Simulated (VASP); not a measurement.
# GePt (P6/mmm) in VASP: a series of runs, part 2 of 3

VASP 6.6.1. Earlier steps stand in the parts before.

## Step 4: Relaxation of cell and atoms, PBE

This run uses another cell than the first one, of 17.70 Å³/atom, 1.031 times its volume.

File INCAR:

```
SYSTEM = GePt
PREC = Accurate
ENCUT = 600
EDIFF = 1E-6
ISMEAR = 0
SIGMA = 0.1
LREAL = .False.
LASPH = .True.
NELM = 60
ALGO = Normal
ISIF = 3
LWAVE = .False.
LCHARG = .False.
GGA = PE
IBRION = 2
NSW = 90
EDIFFG = -0.04
```

File KPOINTS:

```
regular mesh
0
Gamma
  6 6 4
  0 0 0
```

File POSCAR:

```
GePt
1.0
    3.1782391200      0.0000000000      0.0000000000
   -1.5891195600      2.7524358100      0.0000000000
    0.0000000000      0.0000000000      4.0460407400
Ge Pt
1 1
Direct
    0.0000000000      0.0000000000      0.0000000000
    0.0000000000      0.0000000000      0.5000000000
```

Potentials or basis: VASP PAW PBE potentials, release 64 (Ge_d, Pt).

Launch:

```console
$ cat potpaw_PBE.64/Ge_d/POTCAR potpaw_PBE.64/Pt/POTCAR > POTCAR
$ mpirun -np 1 vasp_std > vasp.out
```

OUTCAR:

```text
SYSTEM = GePt
   PREC = Accurate
   ENCUT = 600
   EDIFF = 1E-6
   ISMEAR = 0
   LREAL = .False.
   LASPH = .True.
   NELM = 60
   ISIF = 3
   GGA = PE
   IBRION = 2
   NSW = 90
   EDIFFG = -0.04

 ion  position               nearest neighbor table
   1  0.000  0.000  0.000-   2 2.02   2 2.02
   2  0.000  0.000  0.500-   1 2.02   1 2.02

  LATTYP: Found a hexagonal cell.
 ALAT       =     3.1782391200
 C/A-ratio  =     1.2730447859

  Lattice vectors:

 A1 = (   3.1782391200,   0.0000000000,   0.0000000000)
 A2 = (  -1.5891195600,   2.7524358100,   0.0000000000)
 A3 = (   0.0000000000,   0.0000000000,   4.0460407400)

Analysis of symmetry for initial positions (statically):
=====================================================================
 Subroutine PRICEL returns:
 Original cell was already a primitive cell.

 Routine SETGRP: Setting up the symmetry group for a
 hexagonal supercell.

 Subroutine GETGRP returns: Found 24 space group operations
 (whereof 24 operations were pure point group operations)
 out of a pool of 24 trial point group operations.

The static configuration has the point symmetry D_6h.

Analysis of symmetry for dynamics (positions and initial velocities):
=====================================================================
 Subroutine PRICEL returns:
 Original cell was already a primitive cell.

 Routine SETGRP: Setting up the symmetry group for a
 hexagonal supercell.

 Subroutine GETGRP returns: Found 24 space group operations
 (whereof 24 operations were pure point group operations)
 out of a pool of 24 trial point group operations.

The dynamic configuration has the point symmetry D_6h.

 Subroutine INISYM returns: Found 24 space group operations
 (whereof 24 operations are pure point group operations),
 and found     1 'primitive' translations

----------------------------------------------------------------------------------------

                                     Primitive cell

  volume of cell :      35.3944

  direct lattice vectors                    reciprocal lattice vectors
     3.178239120  0.000000000  0.000000000     0.314639636  0.181657279  0.000000000
    -1.589119560  2.752435810  0.000000000     0.000000000  0.363314558  0.000000000
     0.000000000  0.000000000  4.046040740     0.000000000  0.000000000  0.247155198

  length of vectors
     3.178239120  3.178239114  4.046040740     0.363314557  0.363314558  0.247155198

  position of ions in fractional coordinates (direct lattice)
     0.000000000  0.000000000  0.000000000
     0.000000000  0.000000000  0.500000000

  ion indices of the primitive-cell ions
   primitive index   ion index
                 1           1
                 2           2

----------------------------------------------------------------------------------------

 KPOINTS: regular mesh

Automatic generation of k-mesh.
 Grid dimensions read from file:
 generate k-points for:    6    6    4

 Generating k-lattice:

  Cartesian coordinates                     Fractional coordinates (reciprocal lattice)
     0.052439939  0.030276213  0.000000000     0.166666667  0.000000000  0.000000000
     0.000000000  0.060552426  0.000000000     0.000000000  0.166666667  0.000000000
     0.000000000  0.000000000  0.061788799     0.000000000  0.000000000  0.250000000

  Length of vectors
     0.060552426  0.060552426  0.061788799

  Shift w.r.t. Gamma in fractional coordinates (k-lattice)
     0.000000000  0.000000000  0.000000000

 Subroutine IBZKPT returns following result:
 ===========================================

 Found     21 irreducible k-points:

 Following reciprocal coordinates:
            Coordinates               Weight
  0.000000  0.000000  0.000000      1.000000
  0.166667  0.000000  0.000000      6.000000
  0.333333 -0.000000  0.000000      6.000000
  0.500000 -0.000000  0.000000      3.000000
  0.166667  0.166667  0.000000      6.000000
  0.333333  0.166667  0.000000     12.000000
[... 13 lines left out ...]
  0.333333  0.166667  0.500000     12.000000
  0.333333  0.333333  0.500000      2.000000
   k-points           NKPTS =     21   k-points in BZ     NKDIM =     21   number of bands    NBANDS=     16
   number of dos      NEDOS =    301   number of ions     NIONS =      2
   total plane-waves  NPLWV =  25088
   dimension x,y,z NGX =    28 NGY =   28 NGZ =   32
   dimension x,y,z NGXF=    56 NGYF=   56 NGZF=   64
   ions per type =               1   1
   NGX,Y,Z   is equivalent  to a cutoff of  14.65, 14.65, 13.15 a.u.
   NGXF,Y,Z  is equivalent  to a cutoff of  29.29, 29.29, 26.30 a.u.
 SYSTEM =  GePt
   PREC   = accura    normal or accurate (medium, high low for compatibility)
   ISTART =      0    job   : 0-new  1-cont  2-samecut
   ICHARG =      2    charge: 1-file 2-atom 10-const
   ISPIN  =      1    spin polarized calculation?
   LNONCOLLINEAR =      F non collinear calculations
   LSORBIT =      F    spin-orbit coupling
   LASPH  =      T    aspherical Exc in radial PAW
   ENCUT  =  600.0 eV  44.10 Ry    6.64 a.u.   6.35  6.35  8.08*2*pi/ulx,y,z
   NELM   =     60;   NELMIN=  2; NELMDL= -5     # of ELM steps
   EDIFF  = 0.1E-05   stopping-criterion for ELM
   LREAL  =      F    real-space projection
   EDIFFG = -.4E-01   stopping-criterion for IOM
   NSW    =     90    number of steps for IOM
   IBRION =      2    ionic relax: 0-MD 1-quasi-New 2-CG
   NFREE  =      1    steps in history (QN), initial steepest desc. (CG)
   ISIF   =      3    stress and relaxation
   ISYM   =      2    0-nonsym 1-usesym 2-fastsym
   POTIM  = 0.5000    time-step for ionic-motion
   TEBEG  =    0.0;   TEEND  =   0.0 temperature during run
   PSTRESS=    0.0 pullay stress
   NELECT =      24.0000    total number of electrons
   NUPDOWN=      -1.0000    fix difference up-down
   EMIN   =  10.00;   EMAX   =-10.00  energy-range for DOS
   EFERMI =   0.00;   METHOD = LEGACY
   ISMEAR =     0;   SIGMA  =   0.10  broadening in eV -4-tet -1-fermi 0-gaus
   EFERMI_NEDOS =   21; number of points for ismear=-14 and -15
   IALGO  =     38    algorithm
   IMIX   =      4    mixing-type and parameters
     AMIX     =   0.40;   BMIX     =  1.00
     AMIX_MAG =   1.60;   BMIX_MAG =  1.00
  volume/ion in A,a.u.               =      17.70       119.43
  Fermi-wavevector in a.u.,A,eV,Ry     =   1.438248  2.717895 28.144447  2.068559
  Thomas-Fermi vector in A             =   2.557236
   LORBIT       =      0    0 simple, 1 ext, 2 COOP (PROOUT), +10 PAW based schemes
   GGA     = PE    functional components
   LHFCALC =     F    Hartree Fock is set to
   AEXX    =    0.0000 exact exchange contribution
   IVDW    =     0    specifies the selected vdW correction
   LEPSILON=     F    determine dielectric tensor
   LRPA    =     F    only Hartree local field effects (RPA)
 conjugate gradient relaxation of ions
 non-spin polarized calculation
 Gauss-broadening in eV      SIGMA  =   0.10
  energy-cutoff  :      600.00
  volume of cell :       35.39
 maximum number of plane-waves:      1193
 NGX is ok and might be reduce to    28
   NGX = 13   NGY = 13   NGZ = 17

--------------------------------------- Ionic step        1  -------------------------------------------

 number of electron      24.0000001 magnetization

 Free energy of the ion-electron system (eV)
  ---------------------------------------------------
  ext. energy  EPLUGINS =         0.00000000
  ---------------------------------------------------
  free energy    TOTEN  =        -7.31764692 eV

  energy without entropy =       -7.31590235  energy(sigma->0) =       -7.31677463

------------------------ aborting loop because EDIFF is reached ----------------------------------------

  FORCE on cell =-STRESS in cart. coord.  units (eV):
  Direction    XX          YY          ZZ          XY          YZ          ZX
  --------------------------------------------------------------------------------------
  -------------------------------------------------------------------------------------
  Total       -0.6033238     -0.6033238     40.4705961      0.0000000      0.0000000      0.0000000
  in kB      -27.3103345    -27.3103344   1831.9607458      0.0000000      0.0000000      0.0000000
  external PRESSURE =     592.4466923 kB  Pullay stress =       0.0000000 kB
[... 1298 lines left out ...]
      3     -13.0705      2.00000
      4     -13.0705      2.00000
      5     -12.9584      2.00000
      6       6.2634      2.00000
[... 8 lines left out ...]
     15      18.5941      0.00000
     16      18.5941      0.00000

[... ionic steps 4 to 17 ...]

--------------------------------------- Ionic step       18  -------------------------------------------

 number of electron      24.0000003 magnetization

------------------------ aborting loop because EDIFF is reached ----------------------------------------
[... 67 lines left out ...]
--------------------------------------- Ionic step       20  -------------------------------------------

 number of electron      24.0000007 magnetization

 Free energy of the ion-electron system (eV)
  ---------------------------------------------------
  ext. energy  EPLUGINS =         0.00000000
  ---------------------------------------------------
  free energy    TOTEN  =       -10.70861278 eV

  energy without entropy =      -10.70165305  energy(sigma->0) =      -10.70513292

 E-fermi :   8.1997     XC(G=0): -12.1680

 val. band max:        8.1889544940   @ k =   0.1667   0.1667   0.0000
 cond. band min:       8.2643260391   @ k =   0.3333   0.1667   0.0000
 fundamental gap:      0.0753715450
 Fermi energy:         8.1997169815
[... 426 lines left out ...]
  FREE ENERGIE OF THE ION-ELECTRON SYSTEM (eV)
  ---------------------------------------------------
  free  energy   TOTEN  =       -10.7086127804 eV

  energy  without entropy=      -10.7016530505  energy(sigma->0) =      -10.70513292

 reached required accuracy - stopping structural energy minimisation
```

OSZICAR:

```text
N       E                     dE             d eps       ncg     rms          rms(c)
DAV:   1     0.166676328082E+03    0.16668E+03   -0.13965E+04   736   0.394E+03
DAV:   2     0.715808630829E+01   -0.15952E+03   -0.15593E+03   704   0.626E+02
DAV:   3    -0.730498055274E+01   -0.14463E+02   -0.14393E+02   768   0.120E+02
[... 215 lines left out ...]
DAV:   2    -0.107092660338E+02    0.17296E-02   -0.23106E-03   872   0.479E-01    0.137E-01
DAV:   3    -0.107086726279E+02    0.59341E-03   -0.94128E-04   728   0.327E-01    0.536E-02
DAV:   4    -0.107086140819E+02    0.58546E-04   -0.20575E-04   920   0.139E-01    0.158E-02
DAV:   5    -0.107086128642E+02    0.12177E-05   -0.97703E-06   776   0.267E-02    0.623E-03
DAV:   6    -0.107086127804E+02    0.83789E-07   -0.36743E-07   384   0.105E-02
  20 F= -.10708613E+02 E0= -.10705133E+02  d E =-.308929E-03
```

CONTCAR:

```text
GePt
   1.00000000000000
     2.7925827166350610    0.0000000000000000    0.0000000000000000
    -1.3962913583175305    2.4184475702376047    0.0000000000000000
    -0.0000000000000000   -0.0000000000000000    5.0925591888971944
  Ge              Pt
     1     1
Direct
     0.0000000000000000    0.0000000000000000    0.0000000000000000
     0.0000000000000000    0.0000000000000000    0.5000000000000000

  0.00000000E+00  0.00000000E+00  0.00000000E+00
  0.00000000E+00  0.00000000E+00  0.00000000E+00
```

It took 2.8 min on 1 thread of Intel Xeon Platinum 8488C (Sapphire Rapids), shared host; peak memory 0.17 GiB.

Results:

```yaml
Free_energy: -10.7086 eV
Relaxed_volume: 17.20 Å³/atom
Relaxed_cell: a = 2.793 Å, b = 2.793 Å, c = 5.093 Å, α = 90.00°, β = 90.00°, γ = 120.00°
Space_group_after_relaxing_to_0.05_Å: P6/mmm (No. 191)
Energy_gained_by_relaxing: 1695.5 meV/atom
Ionic_steps: 20
Pressure_after_relaxing: -0.2 GPa
Band_gap_on_the_k_mesh: zero (band 12 reaches 8.85 eV, above the bottom of band 13 at 7.18 eV)
```

The path:
| step | energy change (eV) | largest force (eV/Å) | pressure (GPa) | volume (Å³) |
| --- | --- | --- | --- | --- |
| 1 | 0.0000 | 0.0000 | 59.24 | 35.39 |
| 2 | 0.9586 | 0.0000 | -27.78 | 67.93 |
| 3 | -2.1452 | 0.0000 | -19.61 | 48.65 |
| 4 | -2.3559 | 0.0000 | -18.55 | 46.96 |
| 5 | -2.7475 | 0.0000 | -5.47 | 41.21 |
| 6 | -2.7517 | 0.0000 | -10.84 | 42.58 |
| 7 | -2.7626 | 0.0000 | -8.73 | 41.98 |
| 8 | -2.7625 | 0.0000 | -8.23 | 41.85 |
| 9 | -3.1647 | 0.0000 | -3.36 | 36.83 |
| 10 | -2.0401 | 0.0000 | 67.12 | 27.07 |
| 11 | -3.2476 | 0.0000 | -0.62 | 35.41 |
| 12 | -3.1994 | 0.0000 | 19.93 | 30.93 |
| 13 | -3.3107 | 0.0000 | 3.99 | 33.86 |
| 14 | -3.3178 | 0.0000 | 7.96 | 32.87 |
| 15 | -3.2150 | 0.0000 | 11.68 | 32.49 |
| 16 | -3.3553 | 0.0000 | 7.57 | 32.78 |
| 17 | -3.3808 | 0.0000 | -3.29 | 35.25 |
| 18 | -3.3907 | 0.0000 | 0.18 | 34.35 |
| 19 | -3.3907 | 0.0000 | -0.14 | 34.39 |
| 20 | -3.3910 | 0.0000 | -0.18 | 34.39 |

Final structure:
```
Ge Pt
1.0
     2.79258    0.00000    0.00000
    -1.39629    2.41845    0.00000
     0.00000    0.00000    5.09256
Ge Pt
1 1
Direct
  0.00000 0.00000 0.00000
  0.00000 0.00000 0.50000
```

Caveat: the k points lie up to 0.43 Å⁻¹ apart in the final cell; spin-orbit coupling is left out, which moves the levels of the heavy elements.

(Continued in part 3 of 3.)
